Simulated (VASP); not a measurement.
Set up this calculation in VASP 6.6.1, as the native input.

| Item | Value |
| --- | --- |
| Task | single point |
| Functional | r2SCAN |
| Potentials or basis | VASP PAW PBE potentials, release 64 (Ti_sv) |
| Cutoff | 520 eV |
| k mesh | 20 × 20 × 20 |
| Occupations | gaussian, width 0.15 eV |
| Spin | no spin polarisation |
| Dipole correction | no |
| Further INCAR settings | ALGO = Normal; EDIFF = 1e-06; NBANDS = 12 |

Crystal: Ti.

```
Ti
1.0
    -1.64100    1.82561    1.64100
     1.64100   -1.82561    1.64100
     1.64100    1.82561   -1.64100
Ti
1
Direct
  0.00000 0.00000 0.00000
```

This cell differs from its parent crystal: strain +0.1125 x Voigt [0, 1, 0, 0, 0, 0].

These files were run (other wordings do the same):

POSCAR

```
Ti
1.0
   -1.6410000000      1.8256125000      1.6410000000
    1.6410000000     -1.8256125000      1.6410000000
    1.6410000000      1.8256125000     -1.6410000000
Ti
1
Direct
    0.0000000000      0.0000000000      0.0000000000
```

INCAR.step1

```
PREC = Accurate ; ENCUT = 520
ISMEAR = 0 ; SIGMA = 0.15
LREAL = False ; LASPH = True
NELM = 60 ; NBANDS = 12
GGA = PE ; ALGO = Normal
EDIFF = 1E-4 ; LWAVE = True
LCHARG = False
```

INCAR.step2

```
PREC = Accurate ; ENCUT = 520
EDIFF = 1E-6 ; ISMEAR = 0
SIGMA = 0.15 ; LREAL = False
LASPH = True ; NELM = 60
ALGO = Normal ; ISIF = 2
LWAVE = False ; LCHARG = True
METAGGA = R2SCAN ; LMIXTAU = True
LELF = True ; LVHAR = True
NBANDS = 12 ; ISTART = 1
```

KPOINTS

```
regular mesh
0
Gamma
  20 20 20
```

Potentials or basis: VASP PAW PBE potentials, release 64 (Ti_sv).

The run is started by

```console
$ cat potpaw_PBE.64/Ti_sv/POTCAR > POTCAR
$ cp INCAR.step1 INCAR
$ mpirun -np 1 vasp_std > vasp.out
$ cp INCAR.step2 INCAR
$ mpirun -np 1 vasp_std > vasp.out
```

It gave:

```
Pressure               : -11.3 GPa
Band gap on the k mesh : zero (bands 6 and 7 overlap by 1.53 eV)
```

Caveat: the cell differs from its parent crystal (strain +0.1125 x Voigt [0, 1, 0, 0, 0, 0]); the cell stands under tension; the PAW data sets were made with another functional, which shifts forces and pressure a little.

Run time: 7.1 min on 1 thread of AMD EPYC 9R45 96-Core Processor (Zen 5), on a shared host, peak memory 0.23 GiB.
